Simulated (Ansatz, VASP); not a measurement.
**One calculation of Si, two programs**

Contents of INCAR:

```
SYSTEM = Si
PREC     = Accurate       ! precision mode
ENCUT    = 520            ! plane-wave cutoff, eV
EDIFF    = 1E-6           ! SCF threshold, eV
ISMEAR   = 0              ! smearing method
SIGMA    = 0.1            ! smearing width, eV
LREAL    = .False.        ! projectors in reciprocal space
LASPH    = .True.         ! aspherical terms in the spheres
NELM     = 100            ! most SCF steps
ALGO     = Normal         ! electronic algorithm
ISIF     = 2              ! what is computed and relaxed
LWAVE    = .False.        ! write WAVECAR
LCHARG   = .False.        ! write CHGCAR
LDIPOL   = .True.       
IDIPOL   = 3            
DIPOL    = 0.5 0.5 0.372
GGA      = PE             ! functional
IVDW     = 12             ! dispersion correction
NBANDS   = 16             ! bands
```

KPOINTS

```
Automatic mesh
0
Gamma
  9 9 1
  0 0 0
```

File POSCAR:

```
Si
1.0
    3.8475254748      0.0000000000      0.0000000000
   -1.9237627374      3.3320548028      0.0000000000
    0.0000000000      0.0000000000     18.4415958287
Si
4
Direct
    0.3333333333      0.6666666667      0.2695427207
    0.6666666667      0.3333333333      0.2440135898
    0.6666666667      0.3333333333      0.4995010147
    0.3333333333      0.6666666667      0.4739718838
```

Input for Ansatz:

```yaml
crystal:
  lattice:
    - [3.8475254748, 0.0, 0.0]
    - [-1.9237627374, 3.3320548028, 0.0]
    - [0.0, 0.0, 18.4415958287]
  atoms:
    - { symbol: Si, position: [0.3333333333, 0.6666666667, 0.2695427207] }
    - { symbol: Si, position: [0.6666666667, 0.3333333333, 0.2440135898] }
    - { symbol: Si, position: [0.6666666667, 0.3333333333, 0.4995010147] }
    - { symbol: Si, position: [0.3333333333, 0.6666666667, 0.4739718838] }
basis:
  ecutwfc: 420
kpoints:
  mp_grid: { grid: [9, 9, 1] }
hamiltonian:
  xc: pbe
  pseudopotentials: { kind: paw, azcp: { folder: soft_1 } }
  dispersion: d3bj
scf:
  occupations: { method: gaussian, width: 0.1 }
output:
  forces: true
  eigenvalues: true
efield:
  axis: 3
  dipole_correction: true
  ramp_width: 0.04
```

Alike in both runs: task single point; functional PBE; dispersion D3(BJ); k mesh 9 × 9 × 1; occupations gaussian, width 0.1 eV; no spin polarisation.

```csv
,VASP,Ansatz
version,VASP 6.6.1,Ansatz 0.2.0
potentials or method,"VASP PAW PBE potentials, release 64 (Si), cutoff 520 eV","scalar-relativistic, plane waves, PAW"
valence electrons in the cell,16,16
```

|  | VASP | Ansatz | Ansatz less VASP |
| --- | --- | --- | --- |
| gap on the k mesh at the Fermi level (eV) | 0.38 | 0.38 | +0.001 |
| least direct gap on the mesh (eV) | 0.48 | 0.48 | +0.001 |
| rms of the force components (eV/Å) | 0.076 | 0.078 | +0.0023 |

Atom by atom the forces differ by 0.003 eV/Å (rms over components).
